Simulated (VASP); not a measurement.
# Zr2Te3Pd2 (R-3m) in VASP: single point with PBE

Aim: the single point of Zr2Te3Pd2 with PBE.

Everything below comes from runs of VASP 6.6.1. Logs are shortened: lines on timing, memory, paths and dates and some standing lists are left out, and cuts for length are marked.

### Step 1. The cell of the first run

The structure is trigonal, space group R-3m (No. 166). The conventional cell has a = 8.329 Å, b = 8.329 Å, c = 11.166 Å, α = 90.00°, β = 90.00°, γ = 120.00°. Within 3.3 Å of Zr (site symmetry 3m) lie 2 Pd at 2.48 to 3.10 Å and 3 Te at 2.70 Å. Within 3.6 Å of Te (site symmetry 2/m) lie 2 Zr at 2.70 Å and 2 Pd at 3.04 Å. Within 3.3 Å of Pd (site symmetry -3m) lie 2 Zr at 2.48 Å. Within 4.0 Å of Pd (site symmetry -3m) lie 6 Te at 3.04 Å and 2 Zr at 3.10 Å.

### Step 2. Single point, PBE

File INCAR:

```
  PREC = Accurate
  ENCUT = 520
  EDIFF = 1E-6
  ISMEAR = 0
  SIGMA = 0.2
  LREAL = False
  LASPH = True
  NELM = 100
  ALGO = Normal
  ISIF = 2
  LWAVE = False
  LCHARG = False
  GGA = PE
  NBANDS = 40
```

File KPOINTS:

```
regular mesh
0
Gamma
  3 3 3
```

File POSCAR:

```
Zr2Te3Pd2
1.0
    4.1646209846      2.4044450465      3.7218658362
   -4.1646209846      2.4044450465      3.7218658362
    0.0000000000     -4.8088900930      3.7218658362
Zr Te Pd
2 3 2
Direct
    0.2775370858      0.2775370858      0.2775370858
    0.7224629142      0.7224629142      0.7224629142
    0.0000000000      0.0000000000      0.5000000000
    0.5000000000      0.0000000000      0.0000000000
    0.0000000000      0.5000000000      0.0000000000
    0.5000000000      0.5000000000      0.5000000000
    0.0000000000      0.0000000000      0.0000000000
```

Potentials or basis: VASP PAW PBE potentials, release 64 (Zr_sv, Te, Pd).

On the command line:

```
> cat potpaw_PBE.64/Zr_sv/POTCAR potpaw_PBE.64/Te/POTCAR potpaw_PBE.64/Pd/POTCAR > POTCAR
> mpirun -np 1 vasp_std > vasp.out
```

OUTCAR:

```text
PREC = Accurate
   ENCUT = 520
   EDIFF = 1E-6
   ISMEAR = 0
   LREAL = False
   LASPH = True
   NELM = 100
   ISIF = 2
   GGA = PE

 ion  position               nearest neighbor table
   1  0.278  0.278  0.278-   6 2.48   3 2.70   5 2.70   4 2.70   7 3.10
   2  0.722  0.722  0.722-   6 2.48   3 2.70   5 2.70   4 2.70   7 3.10
   3  0.000  0.000  0.500-   1 2.70   2 2.70   7 3.04   7 3.04
   4  0.500  0.000  0.000-   1 2.70   2 2.70   7 3.04   7 3.04
   5  0.000  0.500  0.000-   1 2.70   2 2.70   7 3.04   7 3.04
   6  0.500  0.500  0.500-   1 2.48   2 2.48
   7  0.000  0.000  0.000-   3 3.04   3 3.04   5 3.04   4 3.04   5 3.04   4 3.04   1 3.10   2 3.10

  LATTYP: Found a trigonal (rhomboedric) cell.
 ALAT       =     6.0809299642
 COS(alpha) =     0.0619176630

  Lattice vectors:

 A1 = (   4.1646209846,   2.4044450465,   3.7218658362)
 A2 = (  -4.1646209846,   2.4044450465,   3.7218658362)
 A3 = (   0.0000000000,  -4.8088900930,   3.7218658362)

Analysis of symmetry for initial positions (statically):
=====================================================================
 Subroutine PRICEL returns:
 Original cell was already a primitive cell.

 Routine SETGRP: Setting up the symmetry group for a
 trigonal (rhombohedral) supercell.

 Subroutine GETGRP returns: Found 12 space group operations
 (whereof 12 operations were pure point group operations)
 out of a pool of 12 trial point group operations.

The static configuration has the point symmetry D_3d.

Analysis of symmetry for dynamics (positions and initial velocities):
=====================================================================
 Subroutine PRICEL returns:
 Original cell was already a primitive cell.

 Routine SETGRP: Setting up the symmetry group for a
 trigonal (rhombohedral) supercell.

 Subroutine GETGRP returns: Found 12 space group operations
 (whereof 12 operations were pure point group operations)
 out of a pool of 12 trial point group operations.

The dynamic configuration has the point symmetry D_3d.

 Subroutine INISYM returns: Found 12 space group operations
 (whereof 12 operations are pure point group operations),
 and found     1 'primitive' translations

----------------------------------------------------------------------------------------

                                     Primitive cell

  volume of cell :     223.6157

  direct lattice vectors                    reciprocal lattice vectors
[... 82 lines left out ...]
   IBRION =     -1    ionic relax: 0-MD 1-quasi-New 2-CG
   NFREE  =      0    steps in history (QN), initial steepest desc. (CG)
   ISIF   =      2    stress and relaxation
   ISYM   =      2    0-nonsym 1-usesym 2-fastsym
   POTIM  = 0.5000    time-step for ionic-motion
   TEBEG  =    0.0;   TEEND  =   0.0 temperature during run
   PSTRESS=    0.0 pullay stress
   NELECT =      62.0000    total number of electrons
   NUPDOWN=      -1.0000    fix difference up-down
   EMIN   =  10.00;   EMAX   =-10.00  energy-range for DOS
   EFERMI =   0.00;   METHOD = LEGACY
   ISMEAR =     0;   SIGMA  =   0.20  broadening in eV -4-tet -1-fermi 0-gaus
   EFERMI_NEDOS =   21; number of points for ismear=-14 and -15
   IALGO  =     38    algorithm
   IMIX   =      4    mixing-type and parameters
     AMIX     =   0.40;   BMIX     =  1.00
     AMIX_MAG =   1.60;   BMIX_MAG =  1.00
  volume/ion in A,a.u.               =      31.95       215.58
  Fermi-wavevector in a.u.,A,eV,Ry     =   1.067508  2.017298 15.504847  1.139574
  Thomas-Fermi vector in A             =   2.203127
   LORBIT       =      0    0 simple, 1 ext, 2 COOP (PROOUT), +10 PAW based schemes
   GGA     = PE    functional components
   LHFCALC =     F    Hartree Fock is set to
   AEXX    =    0.0000 exact exchange contribution
   IVDW    =     0    specifies the selected vdW correction
   LEPSILON=     F    determine dielectric tensor
   LRPA    =     F    only Hartree local field effects (RPA)
 non-spin polarized calculation
 Gauss-broadening in eV      SIGMA  =   0.20
  energy-cutoff  :      520.00
  volume of cell :      223.62
 maximum number of plane-waves:      6043
 NGX is ok and might be reduce to    48
   NGX = 23   NGY = 23   NGZ = 23

 number of electron      61.9999993 magnetization

 Free energy of the ion-electron system (eV)
  ---------------------------------------------------
  ext. energy  EPLUGINS =         0.00000000
  ---------------------------------------------------
  free energy    TOTEN  =       -36.39296250 eV

  energy without entropy =      -36.29832949  energy(sigma->0) =      -36.34564599

 E-fermi :   5.0457     XC(G=0):  -9.0584

 val. band max:        5.0287548454   @ k =   0.3333   0.3333  -0.0000
 cond. band min:       5.1443381220   @ k =   0.3333   0.3333  -0.0000
 fundamental gap:      0.1155832766
 Fermi energy:         5.0457177879

 k-point     1 :       0.0000    0.0000    0.0000
  band No.  band energies     occupation
      1     -44.7710      2.00000
      2     -44.7684      2.00000
      3     -22.8744      2.00000
      4     -22.8744      2.00000
      5     -22.8727      2.00000
      6     -22.8727      2.00000
[... 247 lines left out ...]
     39       7.4013      0.00000
     40       7.6264      0.00000

------------------------ aborting loop because EDIFF is reached ----------------------------------------

  FORCE on cell =-STRESS in cart. coord.  units (eV):
  Direction    XX          YY          ZZ          XY          YZ          ZX
  --------------------------------------------------------------------------------------
  -------------------------------------------------------------------------------------
  Total        0.7423487      0.7423487      0.1392739      0.0000000      0.0000000      0.0000000
  in kB        5.3188313      5.3188313      0.9978791      0.0000000      0.0000000      0.0000000
  external PRESSURE =       3.8785139 kB  Pullay stress =       0.0000000 kB

 VOLUME and BASIS-vectors are now :
 -----------------------------------------------------------------------------
  energy-cutoff  :      520.00
  volume of cell :      223.62
      direct lattice vectors                 reciprocal lattice vectors
     4.164620985  2.404445046  3.721865836     0.120058945  0.069316064  0.089560814
    -4.164620985  2.404445046  3.721865836    -0.120058945  0.069316064  0.089560814
     0.000000000 -4.808890093  3.721865836     0.000000000 -0.138632128  0.089560814

 POSITION                                       TOTAL-FORCE (eV/Angst)
 -----------------------------------------------------------------------------------
      0.00000      0.00000      3.09887        -0.000000      0.000000     -0.066241
      0.00000      0.00000      8.06673        -0.000000     -0.000000      0.066241
      0.00000     -2.40445      1.86093        -0.000000      0.000000     -0.000000
      2.08231      1.20222      1.86093        -0.000000      0.000000     -0.000000
     -2.08231      1.20222      1.86093        -0.000000      0.000000     -0.000000
      0.00000      0.00000      5.58280         0.000000      0.000000     -0.000000
      0.00000      0.00000      0.00000        -0.000000      0.000000     -0.000000
 -----------------------------------------------------------------------------------
    total drift:                                0.000000     -0.000000      0.000000

  FREE ENERGIE OF THE ION-ELECTRON SYSTEM (eV)
  ---------------------------------------------------
  free  energy   TOTEN  =       -36.3929625021 eV

  energy  without entropy=      -36.2983294860  energy(sigma->0) =      -36.34564599
```

OSZICAR:

```text
N       E                     dE             d eps       ncg     rms          rms(c)
DAV:   1     0.457686153722E+03    0.45769E+03   -0.27932E+04   488   0.136E+03
DAV:   2     0.371390738114E+00   -0.45731E+03   -0.43668E+03   552   0.323E+02
DAV:   3    -0.357438605093E+02   -0.36115E+02   -0.35345E+02   712   0.747E+01
DAV:   4    -0.386663892011E+02   -0.29225E+01   -0.29096E+01   752   0.182E+01
DAV:   5    -0.387930224009E+02   -0.12663E+00   -0.12662E+00   648   0.304E+00    0.171E+01
DAV:   6    -0.372356794772E+02    0.15573E+01   -0.13300E+01   608   0.160E+01    0.106E+01
DAV:   7    -0.368861564878E+02    0.34952E+00   -0.74535E+00   600   0.153E+01    0.711E+00
DAV:   8    -0.364260158576E+02    0.46014E+00   -0.12288E+00   584   0.971E+00    0.315E+00
DAV:   9    -0.363991175286E+02    0.26898E-01   -0.52240E-01   648   0.404E+00    0.116E+00
DAV:  10    -0.363947034875E+02    0.44140E-02   -0.69361E-02   648   0.170E+00    0.759E-01
DAV:  11    -0.363924629292E+02    0.22406E-02   -0.13492E-02   584   0.851E-01    0.351E-01
DAV:  12    -0.363930976706E+02   -0.63474E-03   -0.33769E-03   664   0.411E-01    0.101E-01
DAV:  13    -0.363929450866E+02    0.15258E-03   -0.33437E-04   600   0.147E-01    0.262E-02
DAV:  14    -0.363929595367E+02   -0.14450E-04   -0.71989E-05   664   0.413E-02    0.104E-02
DAV:  15    -0.363929615648E+02   -0.20282E-05   -0.81664E-06   536   0.164E-02    0.590E-03
DAV:  16    -0.363929625021E+02   -0.93729E-06   -0.91542E-07   384   0.499E-03
   1 F= -.36392963E+02 E0= -.36345646E+02  d E =-.946330E-01
```

stdout:

```text
POSCAR found type information on POSCAR ZrTePd
 POSCAR found :  3 types and       7 ions
 scaLAPACK will be used
 LDA part: xc-table for (Slater+PW92), standard interpolation
 POSCAR, INCAR and KPOINTS ok, starting setup
 FFT: planning ... GRIDC
 FFT: planning ... GRID_SOFT
 FFT: planning ... GRID
 WAVECAR not read
 entering main loop
```

It took 46 s on 1 thread of Intel Xeon 6975P-C (Granite Rapids), shared host; peak memory 0.33 GiB.

Results:

| Item | Value |
| --- | --- |
| Free energy | -36.3930 eV |
| Pressure | 0.4 GPa |
| Largest force | 0.066 eV/Å |
| Band gap on the k mesh | zero (band 31 reaches 5.03 eV, above the bottom of band 32 at 4.92 eV) |

Forces in eV/Å, atoms in the order of the input:
```
Zr   0.000  0.000 -0.066
Zr   0.000  0.000  0.066
Te   0.000  0.000  0.000
Te   0.000  0.000  0.000
Te   0.000  0.000  0.000
Pd   0.000  0.000  0.000
Pd   0.000  0.000  0.000
```

Stress tensor (GPa, compression positive):
```
0.53 0.00 0.00
0.00 0.53 0.00
0.00 0.00 0.10
```

Levels at points of the mesh, in eV from the Fermi level:
| k point | band 29 | band 30 | band 31 | band 32 | band 33 | band 34 |
| --- | --- | --- | --- | --- | --- | --- |
| (0.00, 0.00, 0.00) | -1.41 | -1.13 | -1.07 | -0.13 | 0.29 | 0.29 |

Caveat: spin-orbit coupling is left out, which moves the levels of the heavy elements.
